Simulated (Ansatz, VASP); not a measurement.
# One calculation of Sn5PbSe6, two programs

```
Sn Pb Se
1.0
     4.30422    0.00000    0.00000
     0.00000    4.30422    0.00000
     0.00000    0.00000   18.26542
Sn Pb Se
5 1 6
Cartesian
  0.0000 0.0000 12.1596
  2.1521 2.1521 15.1971
  2.1521 2.1521 3.0684
  0.0000 0.0000 6.1058
  2.1521 2.1521 9.1327
  0.0000 0.0000 0.0000
  0.0000 0.0000 15.1618
  2.1521 2.1521 0.0000
  0.0000 0.0000 3.1036
  2.1521 2.1521 6.0964
  0.0000 0.0000 9.1327
  2.1521 2.1521 12.1690
```

Alike in both runs: task single point; functional PBE; k mesh 4 × 4 × 1; occupations gaussian, width 0.1 eV; no spin polarisation.

|  | VASP | Ansatz |
| --- | --- | --- |
| version | VASP 6.6.1 | Ansatz 0.2.0 |
| potentials or method | VASP PAW PBE potentials, release 64 (Sn_d, Pb_d, Se), cutoff 520 eV | scalar-relativistic, plane waves, PAW |
| valence electrons in the cell | 120 | 180 |

```tsv
	VASP	Ansatz	Ansatz less VASP
gap on the k mesh at the Fermi level (eV)	0.46	0.46	0.000
least direct gap on the mesh (eV)	0.46	0.46	0.000
pressure (GPa)	-0.1	-0.1	+0.02
traceless stress, the component that is largest in VASP (GPa)	-1.70	-1.70	-0.002
rms of the force components (eV/Å)	0.012	0.012	+0.0003
```

Atom by atom the forces differ by 0.000 eV/Å (rms over components). VASP's potentials hold 120 valence electrons a cell and Ansatz's 180, so a difference there can come from the potentials and not from the codes.

Spin-orbit coupling is off throughout.
